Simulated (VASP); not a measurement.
A run of VASP 6.6.1:

POSCAR

```
MoSe
1.0
    0.0000000000      3.1108253274      3.1108253274
    3.1108253274      0.0000000000      3.1108253274
    3.1108253274      3.1108253274      0.0000000000
Mo Se
1 1
Direct
    0.0000000000      0.0000000000      0.0000000000
    0.2500000000      0.2500000000      0.2500000000
```

Contents of INCAR.step1:

```
PREC     = Accurate       # precision mode
ENCUT    = 520            # plane-wave cutoff, eV
ISMEAR   = 0              # smearing method
SIGMA    = 0.1            # smearing width, eV
LREAL    = False          # projectors in reciprocal space
LASPH    = True           # aspherical terms in the spheres
NELM     = 150            # most SCF steps
ISPIN    = 2              # spin polarisation
MAGMOM   = 0.5 0          # initial moments
LMAXMIX  = 4              # l up to which the mixer works
LDAU     = True           # DFT+U
LDAUTYPE = 2            
LDAUL    = 2 -1           # shell
LDAUU    = 4.38 0         # U, eV
LDAUJ    = 0 0          
NBANDS   = 21             # bands
GGA      = PE             # functional
ALGO     = Normal         # electronic algorithm
EDIFF    = 1E-4           # SCF threshold, eV
LWAVE    = True           # write WAVECAR
LCHARG   = False          # write CHGCAR
```

File INCAR.step2:

```
PREC     = Accurate       # precision mode
ENCUT    = 520            # plane-wave cutoff, eV
EDIFF    = 1E-7           # SCF threshold, eV
ISMEAR   = 0              # smearing method
SIGMA    = 0.1            # smearing width, eV
LREAL    = False          # projectors in reciprocal space
LASPH    = True           # aspherical terms in the spheres
NELM     = 150            # most SCF steps
ALGO     = Normal         # electronic algorithm
ISIF     = 2              # what is computed and relaxed
LWAVE    = False          # write WAVECAR
LCHARG   = True           # write CHGCAR
ISPIN    = 2              # spin polarisation
MAGMOM   = 0.5 0          # initial moments
LORBIT   = 11             # projections on sites
LMAXMIX  = 4              # l up to which the mixer works
LDAU     = True           # DFT+U
LDAUTYPE = 2            
LDAUL    = 2 -1           # shell
LDAUU    = 4.38 0         # U, eV
LDAUJ    = 0 0          
LDAUPRINT= 1            
METAGGA  = R2SCAN         # meta-GGA
LMIXTAU  = True         
LELF     = True           # ELF
LVHAR    = True         
NBANDS   = 21             # bands
ISTART   = 1
```

File KPOINTS:

```
Automatic mesh
0
Gamma
  12 12 12
```

Potentials or basis: VASP PAW PBE potentials, release 64 (Mo_sv, Se).

Command:

```bash
$ cat potpaw_PBE.64/Mo_sv/POTCAR potpaw_PBE.64/Se/POTCAR > POTCAR
$ cp INCAR.step1 INCAR
$ mpirun -np 1 vasp_std > vasp.out
$ cp INCAR.step2 INCAR
$ mpirun -np 1 vasp_std > vasp.out
```

Hardware: 1 thread of Intel(R) Xeon(R) 6975P-C (Granite Rapids), with other jobs on the host.

How long does it take, and how much memory?

It took 4.9 min on 1 thread of Intel(R) Xeon(R) 6975P-C (Granite Rapids) (shared host), peak memory 0.35 GiB. Counts: k points 72.
